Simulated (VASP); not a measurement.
# BaTiO3 (Amm2) in VASP: single point with PBE0

Aim: the single point of BaTiO3 with PBE0.

All numbers are computed with VASP 6.6.1; they aren't measurements. Logs are shortened: lines on timing, memory, paths and dates and some standing lists are left out, and cuts for length are marked.

### Step 1. The cell of the first run

The structure is orthorhombic, space group Amm2 (No. 38). Conventional cell: a = 3.986 Å, b = 5.674 Å, c = 5.690 Å, α = 90.00°, β = 90.00°, γ = 90.00°. Within 3.7 Å of Ba (site symmetry mm2) lie 12 O at 2.77 to 2.92 Å and 8 Ti at 3.42 to 3.53 Å. Ti (site symmetry mm2) has 6 O at 1.93 to 2.09 Å within 2.6 Å. O (site symmetry m) has 2 Ti at 1.93 to 2.09 Å within 2.6 Å. O (site symmetry mm2) has 2 Ti at 2.00 Å within 2.6 Å.

### Step 2. Single point, PBE0

The input, POSCAR:

```
BaTiO3
1.0
    3.9855000000      0.0000000000      0.0000000000
    0.0000000000      2.8369000000      2.8451500000
    0.0000000000     -2.8369000000      2.8451500000
Ba Ti O
1 1 3
Direct
    0.0000000000      0.0000000000      0.0000000000
    0.5000000000      0.5124000000      0.5124000000
    0.5000000000      0.9918400000      0.5052400000
    0.5000000000      0.5052400000      0.9918400000
    0.0000000000      0.4874000000      0.4874000000
```

The input, INCAR.step1:

```
ALGO = Normal
EDIFF = 1E-5
ENCUT = 520
GGA = PE
ISIF = 2
ISMEAR = -1
KPAR = 8
LASPH = True
LREAL = False
LWAVE = True
NBANDS = 28
NELM = 100
PREC = Accurate
SIGMA = 0.05
```

The input, INCAR.step2:

```
AEXX = 0.25
ALGO = Normal
EDIFF = 1E-6
ENCUT = 520
GGA = PE
ISIF = 2
ISMEAR = -1
ISTART = 1
KPAR = 8
LASPH = True
LCHARG = True
LHFCALC = True
LREAL = False
LVHAR = True
LWAVE = False
NBANDS = 28
NELM = 100
PREC = Accurate
PRECFOCK = Fast
SIGMA = 0.05
```

The input, KPOINTS:

```
k-points
0
Gamma
  6 6 6
```

Potentials or basis: VASP PAW PBE potentials, release 64 (Ba_sv, Ti_sv, O).

Command:

```
$ cat potpaw_PBE.64/Ba_sv/POTCAR potpaw_PBE.64/Ti_sv/POTCAR potpaw_PBE.64/O/POTCAR > POTCAR
$ cp INCAR.step1 INCAR
$ mpirun -np 8 vasp_std > vasp.out
$ cp INCAR.step2 INCAR
$ mpirun -np 8 vasp_std > vasp.out
```

OUTCAR:

```text
AEXX = 0.25
   EDIFF = 1E-6
   ENCUT = 520
   GGA = PE
   ISIF = 2
   ISMEAR = -1
   ISTART = 1
   LASPH = True
   LHFCALC = True
   LREAL = False
   NELM = 100
   PREC = Accurate
   PRECFOCK = Fast

 ion  position               nearest neighbor table
   1  0.000  0.000  0.000-   5 2.77   4 2.81   3 2.81   3 2.81   4 2.81   5 2.84   5 2.84   4 2.84
                             3 2.84   3 2.84   4 2.84   5 2.92   2 3.42   2 3.42   2 3.47   2 3.47
   2  0.500  0.512  0.512-   3 1.93   4 1.93   5 2.00   5 2.00   3 2.09   4 2.09   1 3.42   1 3.42
                             1 3.47   1 3.47   1 3.47   1 3.47   1 3.53   1 3.53
   3  0.500  0.992  0.505-   2 1.93   2 2.09   1 2.81   1 2.81   1 2.84   1 2.84
   4  0.500  0.505  0.992-   2 1.93   2 2.09   1 2.81   1 2.81   1 2.84   1 2.84
   5  0.000  0.487  0.487-   2 2.00   2 2.00   1 2.77   1 2.84   1 2.84   1 2.92

  LATTYP: Found a base centered orthorhombic cell.
 ALAT       =     5.6738000000
 B/A-ratio  =     1.0029081039
 C/A-ratio  =     0.7024392823

  Lattice vectors:

 A1 = (   0.0000000000,   2.8369000000,  -2.8451500000)
 A2 = (   0.0000000000,   2.8369000000,   2.8451500000)
 A3 = (   3.9855000000,   0.0000000000,   0.0000000000)

Analysis of symmetry for initial positions (statically):
=====================================================================
 Subroutine PRICEL returns:
 Original cell was already a primitive cell.

 Routine SETGRP: Setting up the symmetry group for a
 base centered orthorhombic supercell.

 Subroutine GETGRP returns: Found  4 space group operations
 (whereof  4 operations were pure point group operations)
 out of a pool of  8 trial point group operations.

The static configuration has the point symmetry C_2v.

Analysis of symmetry for dynamics (positions and initial velocities):
=====================================================================
 Subroutine PRICEL returns:
 Original cell was already a primitive cell.

 Routine SETGRP: Setting up the symmetry group for a
 base centered orthorhombic supercell.

 Subroutine GETGRP returns: Found  4 space group operations
 (whereof  4 operations were pure point group operations)
 out of a pool of  8 trial point group operations.

The dynamic configuration has the point symmetry C_2v.

 Subroutine INISYM returns: Found  4 space group operations
 (whereof  4 operations are pure point group operations),
 and found     1 'primitive' translations

----------------------------------------------------------------------------------------

                                     Primitive cell

  volume of cell :      64.3372

  direct lattice vectors                    reciprocal lattice vectors
     3.985500000  0.000000000  0.000000000     0.250909547  0.000000000  0.000000000
     0.000000000  2.836900000  2.845150000     0.000000000  0.176248722  0.175737659
     0.000000000 -2.836900000  2.845150000     0.000000000 -0.176248722  0.175737659

  length of vectors
     3.985500000  4.017820321  4.017820321     0.250909547  0.248892219  0.248892219

  position of ions in fractional coordinates (direct lattice)
     0.000000000  0.000000000  0.000000000
     0.500000000  0.512400000  0.512400000
     0.500000000  0.991840000  0.505240000
     0.500000000  0.505240000  0.991840000
     0.000000000  0.487400000  0.487400000

  ion indices of the primitive-cell ions
   primitive index   ion index
                 1           1
                 2           2
                 3           3
                 4           4
                 5           5

----------------------------------------------------------------------------------------

 KPOINTS: k-points

Automatic generation of k-mesh.
 Grid dimensions read from file:
 generate k-points for:    6    6    6

 Generating k-lattice:

  Cartesian coordinates                     Fractional coordinates (reciprocal lattice)
     0.041818258  0.000000000  0.000000000     0.166666667  0.000000000  0.000000000
     0.000000000  0.029374787  0.029289610     0.000000000  0.166666667  0.000000000
     0.000000000 -0.029374787  0.029289610     0.000000000  0.000000000  0.166666667

  Length of vectors
     0.041818258  0.041482037  0.041482037

  Shift w.r.t. Gamma in fractional coordinates (k-lattice)
     0.000000000  0.000000000  0.000000000

 Subroutine IBZKPT returns following result:
 ===========================================

 Found     52 irreducible k-points:

 Following reciprocal coordinates:
            Coordinates               Weight
  0.000000  0.000000  0.000000      1.000000
  0.166667  0.000000  0.000000      2.000000
  0.333333  0.000000  0.000000      2.000000
  0.500000  0.000000  0.000000      1.000000
  0.000000  0.166667  0.000000      4.000000
  0.166667  0.166667  0.000000      8.000000
[... 16 lines left out ...]
  0.333333  0.333333  0.166667      8.000000
  0.500000  0.333333  0.166667      4.000000
 [... further k-points ...]
   k-points           NKPTS =     52   k-points in BZ     NKDIM =    216   number of bands    NBANDS=     28
   number of dos      NEDOS =    301   number of ions     NIONS =      5
   total plane-waves  NPLWV =  27000
   dimension x,y,z NGX =    30 NGY =   30 NGZ =   30
   dimension x,y,z NGXF=    60 NGYF=   60 NGZF=   60
   ions per type =               1   1   3
   NGX,Y,Z   is equivalent  to a cutoff of  12.51, 12.41, 12.41 a.u.
   NGXF,Y,Z  is equivalent  to a cutoff of  25.03, 24.83, 24.83 a.u.
 SYSTEM =  unknown system
   PREC   = accura    normal or accurate (medium, high low for compatibility)
   ISTART =      1    job   : 0-new  1-cont  2-samecut
   ICHARG =      0    charge: 1-file 2-atom 10-const
   ISPIN  =      1    spin polarized calculation?
   LNONCOLLINEAR =      F non collinear calculations
   LSORBIT =      F    spin-orbit coupling
   LASPH  =      T    aspherical Exc in radial PAW
   ENCUT  =  520.0 eV  38.22 Ry    6.18 a.u.   7.41  7.47  7.47*2*pi/ulx,y,z
   NELM   =    100;   NELMIN=  2; NELMDL=  0     # of ELM steps
   EDIFF  = 0.1E-05   stopping-criterion for ELM
   LREAL  =      F    real-space projection
   EDIFFG = 0.1E-04   stopping-criterion for IOM
   NSW    =      0    number of steps for IOM
   IBRION =     -1    ionic relax: 0-MD 1-quasi-New 2-CG
   NFREE  =      0    steps in history (QN), initial steepest desc. (CG)
   ISIF   =      2    stress and relaxation
   ISYM   =      3    0-nonsym 1-usesym 2-fastsym
   POTIM  = 0.5000    time-step for ionic-motion
   TEBEG  =    0.0;   TEEND  =   0.0 temperature during run
   PSTRESS=    0.0 pullay stress
   NELECT =      40.0000    total number of electrons
   NUPDOWN=      -1.0000    fix difference up-down
   EMIN   =  10.00;   EMAX   =-10.00  energy-range for DOS
   EFERMI =   0.00;   METHOD = LEGACY
   ISMEAR =    -1;   SIGMA  =   0.05  broadening in eV -4-tet -1-fermi 0-gaus
   EFERMI_NEDOS =   21; number of points for ismear=-14 and -15
   IALGO  =     38    algorithm
   IMIX   =      1    mixing-type and parameters
     AMIX     =   0.40;   BMIX     =  1.00
     AMIX_MAG =   1.60;   BMIX_MAG =  1.00
  volume/ion in A,a.u.               =      12.87        86.83
  Fermi-wavevector in a.u.,A,eV,Ry     =   1.397250  2.640420 26.562762  1.952308
  Thomas-Fermi vector in A             =   2.520525
   LORBIT       =      0    0 simple, 1 ext, 2 COOP (PROOUT), +10 PAW based schemes
   GGA     = PE    functional components
   LHFCALC =     T    Hartree Fock is set to
   PRECFOCK=fast      Normal, Fast or Accurate (Low or Medium for compatibility)
   ENCUT4O =  -1.0   cutoff for four orbital integrals eV
   NKREDX  =     1    reduce k-point grid by
   NKREDY  =     1    reduce k-point grid by
   NKREDZ  =     1    reduce k-point grid by
   AEXX    =    0.2500 exact exchange contribution
   HFSCREEN=    0.0000 screening length (either q_TF or 0.3 A-1)
   HFSCREENC=   0.0000 screening length for correlation (either q_TF or 0.3 A-1)
   ENCUTFOCK=  -1.0 apply spherical cutoff to Coloumb kernel
   IVDW    =     0    specifies the selected vdW correction
   LEPSILON=     F    determine dielectric tensor
   LRPA    =     F    only Hartree local field effects (RPA)
 non-spin polarized calculation
  energy-cutoff  :      520.00
  volume of cell :       64.34
 maximum number of plane-waves:      1754
 NGX is ok and might be reduce to    30
  NGX = 16; NGY = 16; NGZ = 16

 number of electron      39.9999994 magnetization

 Free energy of the ion-electron system (eV)
  ---------------------------------------------------
  ext. energy  EPLUGINS =         0.00000000
  ---------------------------------------------------
  free energy    TOTEN  =       -51.13804762 eV

  energy without entropy =      -51.13804762  energy(sigma->0) =      -51.13804762

 E-fermi :   3.4786     XC(G=0):  -8.8449

 val. band max:        2.3802291227   @ k =   0.5000   0.5000   0.5000
 cond. band min:       6.3856857761   @ k =   0.0000   0.0000   0.0000
 fundamental gap:      4.0054566534
 Fermi energy:         3.4786058564

 k-point     1 :       0.0000    0.0000    0.0000
  band No.  band energies     occupation
      1     -58.6548      2.00000
      2     -33.2037      2.00000
      3     -33.2023      2.00000
      4     -33.1859      2.00000
      5     -23.7886      2.00000
      6     -16.1466      2.00000
[... 20 lines left out ...]
     27       9.7628      0.00000
     28      12.0852      0.00000

 k-point     2 :       0.1667    0.0000    0.0000
  band No.  band energies     occupation
      1     -58.6545      2.00000
      2     -33.2028      2.00000
      3     -33.2015      2.00000
      4     -33.1996      2.00000
      5     -23.7527      2.00000
      6     -16.1633      2.00000
[... 20 lines left out ...]
     27      10.2897      0.00000
     28      12.7842      0.00000

 k-point     3 :       0.3333    0.0000    0.0000
  band No.  band energies     occupation
      1     -58.6541      2.00000
      2     -33.2273      2.00000
      3     -33.2010      2.00000
      4     -33.1998      2.00000
      5     -23.6790      2.00000
      6     -16.2864      2.00000
[... 616 lines left out ...]
      3     -33.2232      2.00000
      4     -33.2101      2.00000
      5     -23.5841      2.00000
      6     -15.8847      2.00000
[... 20 lines left out ...]
     27      13.1271      0.00000
     28      13.2043      0.00000

 k-point    24 :       0.5000    0.3333    0.1667
  band No.  band energies     occupation
      1     -58.6530      2.00000
      2     -33.2367      2.00000
      3     -33.2354      2.00000
      4     -33.2092      2.00000
      5     -23.5582      2.00000
      6     -15.8234      2.00000
[... 20 lines left out ...]
     27      13.0831      0.00000
     28      13.4786      0.00000

 [... further k-points ...]
[... 5 lines left out ...]
  --------------------------------------------------------------------------------------
  -------------------------------------------------------------------------------------
  Total       -0.5604939     -0.5450400     -0.8057902      0.0000000      0.0000000      0.0000000
  in kB      -13.9578796    -13.5730346    -20.0664505      0.0000000      0.0000000      0.0000000
  external PRESSURE =     -15.8657882 kB  Pullay stress =       0.0000000 kB

 VOLUME and BASIS-vectors are now :
 -----------------------------------------------------------------------------
  energy-cutoff  :      520.00
  volume of cell :       64.34
      direct lattice vectors                 reciprocal lattice vectors
     3.985500000  0.000000000  0.000000000     0.250909547  0.000000000  0.000000000
     0.000000000  2.836900000  2.845150000     0.000000000  0.176248722  0.175737659
     0.000000000 -2.836900000  2.845150000     0.000000000 -0.176248722  0.175737659

 POSITION                                       TOTAL-FORCE (eV/Angst)
 -----------------------------------------------------------------------------------
      0.00000      0.00000      0.00000         0.000000      0.000000      0.162829
      1.99275      0.00000      2.91571         0.000000      0.000000      0.303578
      1.99275      1.38044      4.25942         0.000000     -0.102342     -0.379293
      1.99275     -1.38044      4.25942         0.000000      0.102342     -0.379293
      0.00000      0.00000      2.77345         0.000000      0.000000      0.292178
 -----------------------------------------------------------------------------------
    total drift:                               -0.000000      0.000001      0.006215

  FREE ENERGIE OF THE ION-ELECTRON SYSTEM (eV)
  ---------------------------------------------------
  free  energy   TOTEN  =       -51.1380476192 eV

  energy  without entropy=      -51.1380476192  energy(sigma->0) =      -51.13804762
```

Run time: 17 min. Hardware: 8 MPI ranks of Intel Xeon 6975P-C (Granite Rapids), shared host; peak memory 0.29 GiB.

Results:

- Free energy: -51.1380 eV
- Pressure: -1.6 GPa
- Largest force: 0.393 eV/Å
- Band gap on the k mesh: 4.01 eV (least direct gap 4.18 eV)

Forces on the atoms (eV/Å):
```
Ba   0.000  0.000  0.163
Ti   0.000  0.000  0.304
O    0.000 -0.102 -0.379
O    0.000  0.102 -0.379
O    0.000  0.000  0.292
```

Stress tensor (GPa, compression positive):
```
-1.40  0.00  0.00
 0.00 -1.36  0.00
 0.00  0.00 -2.01
```

Levels at points of the mesh, in eV from the valence-band top:
```tsv
k point	band 16	band 17	band 18	band 19	band 20	band 21	band 22	band 23	band 24	band 25
(0.00, 0.00, 0.00)	-1.23	-1.17	-0.31	-0.22	-0.18	4.01	4.07	4.22	6.13	6.19
(0.50, 0.00, 0.00)	-2.10	-1.92	-1.84	-0.87	-0.82	4.23	5.86	5.96	6.12	8.19
(0.00, 0.50, 0.00)	-2.07	-1.95	-1.77	-0.85	-0.79	4.27	5.89	5.92	6.17	8.32
(0.50, 0.50, 0.00)	-2.86	-1.91	-0.95	-0.94	-0.09	5.92	5.93	6.41	6.97	10.23
(0.00, 0.50, 0.50)	-2.86	-1.85	-0.97	-0.92	-0.15	5.90	5.97	6.41	7.11	10.27
(0.50, 0.50, 0.50)	-2.54	-2.53	-0.05	-0.01	0.00	6.63	6.68	6.70	8.97	9.03
```

Caveat: the PAW data sets were made with another functional, which shifts forces and pressure a little; spin-orbit coupling is left out, which moves the levels of the heavy elements.
